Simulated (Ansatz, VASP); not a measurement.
## One calculation of Ca2O, two programs

```
CELL_PARAMETERS angstrom
0.00000 4.42625 4.42625
4.42625 0.00000 4.42625
4.42625 4.42625 0.00000
ATOMIC_POSITIONS crystal
Ca 0.62500 0.62500 0.62500
Ca 0.12500 0.62500 0.62500
Ca 0.62500 0.62500 0.12500
Ca 0.62500 0.12500 0.62500
O 0.00000 0.00000 0.00000
O 0.25000 0.25000 0.25000
```

Alike in both runs: task relaxation of cell and atoms; functional PBE; k mesh 8 × 8 × 8; occupations gaussian, width 0.1 eV; no spin polarisation.

```csv
,VASP,Ansatz
version,VASP 6.6.1,Ansatz 0.2.0
potentials or method,"VASP PAW PBE potentials, release 64 (Ca_sv, O), cutoff 600 eV","scalar-relativistic, plane waves, PAW"
valence electrons in the cell,52,52
```

|  | VASP | Ansatz | Ansatz less VASP |
| --- | --- | --- | --- |
| gap on the k mesh at the Fermi level, each at its own relaxed structure (eV) | none | none | - |
| relaxed volume (Å³/atom) | 28.91 | 28.91 | 0.000 |
| relaxed cell length with the largest relative difference (Å) | 6.260 | 6.260 | 0.0000 |

A gap of «none» marks a metal or a gap that the smearing closes.

Noted on VASP's run: the relaxation stopped at its first step, so nothing moved.
